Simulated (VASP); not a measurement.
## Al: single point with PBE

The system is Al, a slab with vacuum.

```
Al
1.0
     4.03982    0.00000    0.00000
     0.00000    2.85658    0.00000
     0.00000    0.00000   30.28291
Al
11
Cartesian
  0.0000 0.0000 8.0930
  2.0199 1.4283 9.3984
  0.0000 0.0000 10.8850
  2.0199 1.4283 12.2598
  0.0000 0.0000 13.7013
  2.0199 1.4283 15.1415
  0.0000 0.0000 16.5816
  2.0199 1.4283 18.0231
  0.0000 0.0000 19.3979
  2.0199 1.4283 20.8845
  0.0000 0.0000 22.1899
```

```yaml
Program: VASP 6.6.1
Task: single point
Functional: PBE
Potentials_or_basis: VASP PAW PBE potentials, release 64 (Al)
Cutoff: 520 eV
k_mesh: 8 × 11 × 1
Occupations: methfessel-paxton, width 0.1 eV
Spin: no spin polarisation
Dipole_correction: yes
Further_INCAR_settings: ALGO = Normal; EDIFF = 1e-06; NBANDS = 28
```

```
Largest force          : 0.007 eV/Å
Band gap on the k mesh : zero (an odd number of electrons rules out a gap without spin polarisation)
```

Forces in eV/Å, atoms in the order of the input:
```
Al   0.000  0.000 -0.007
Al   0.000  0.000  0.001
Al   0.000  0.000  0.007
Al   0.000  0.000  0.000
Al   0.000  0.000  0.000
Al   0.000  0.000  0.000
Al   0.000  0.000  0.000
Al   0.000  0.000  0.000
Al   0.000  0.000 -0.007
Al   0.000  0.000 -0.001
Al   0.000  0.000  0.007
```

Levels at points of the mesh, in eV from the Fermi level:
| k point | band 12 | band 13 | band 14 | band 15 | band 16 | band 17 | band 18 | band 19 | band 20 | band 21 |
| --- | --- | --- | --- | --- | --- | --- | --- | --- | --- | --- |
| (0.00, 0.00, 0.00) | -1.75 | -1.51 | -1.13 | -1.04 | -0.43 | -0.19 | 0.04 | 0.63 | 1.44 | 1.45 |
| (0.50, 0.00, 0.00) | -4.11 | -3.18 | -2.37 | -1.67 | -0.55 | 0.00 | 1.29 | 1.73 | 3.02 | 3.53 |

Run time: 5.1 min on 1 thread of AMD EPYC 9R45 96-Core Processor (Zen 5), with other jobs on the host, peak memory 0.48 GiB.
